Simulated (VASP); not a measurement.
Write the native input for VASP 6.6.1 that does the following.

| Quantity | Value |
| --- | --- |
| Task | single point |
| Functional | PBEsol |
| Potentials or basis | VASP PAW PBE potentials, release 64 (Pb_d) |
| Cutoff | 520 eV |
| k mesh | 16 × 16 × 16 |
| Occupations | gaussian, width 0.15 eV |
| Spin | no spin polarisation |
| Dipole correction | no |
| Further INCAR settings | ALGO = Fast; EDIFF = 1e-06; NBANDS = 13 |

The structure of Pb lies in POSCAR:

```
Pb
1.0
    0.0000000000      2.5315450000      2.4698000000
    2.5315450000      0.0000000000      2.4698000000
    2.5315450000      2.5315450000      0.0000000000
Pb
1
Direct
    0.0000000000      0.0000000000      0.0000000000
```

This cell differs from its parent crystal: strain +0.025 along x and y, +0.000 along z.

The input as run:

INCAR

```
SYSTEM = Pb
PREC = Accurate
ENCUT = 520
EDIFF = 1E-6
ISMEAR = 0
SIGMA = 0.15
LREAL = .FALSE.
LASPH = .TRUE.
NELM = 80
ALGO = Fast
ISIF = 2
LWAVE = .FALSE.
LCHARG = .FALSE.
GGA = PS
NBANDS = 13
```

KPOINTS

```
regular mesh
0
G
  16 16 16
  0 0 0
```

Potentials or basis: VASP PAW PBE potentials, release 64 (Pb_d).

Command:

```console
$ cat potpaw_PBE.64/Pb_d/POTCAR > POTCAR
$ mpirun -np 1 vasp_std > vasp.out
```

Results of the run:

| Item | Value |
| --- | --- |
| Pressure | -2.3 GPa |
| Band gap on the k mesh | zero (band 7 reaches 13.68 eV, above the bottom of band 8 at 4.97 eV) |

Caveat: the cell differs from its parent crystal (strain +0.025 along x and y, +0.000 along z); the PAW data sets were made with another functional, which shifts forces and pressure a little; spin-orbit coupling is left out, which moves the levels of the heavy elements.

Wall time 66 s on 1 thread of Intel(R) Xeon(R) 6975P-C (Granite Rapids) (shared host), peak memory 0.26 GiB.
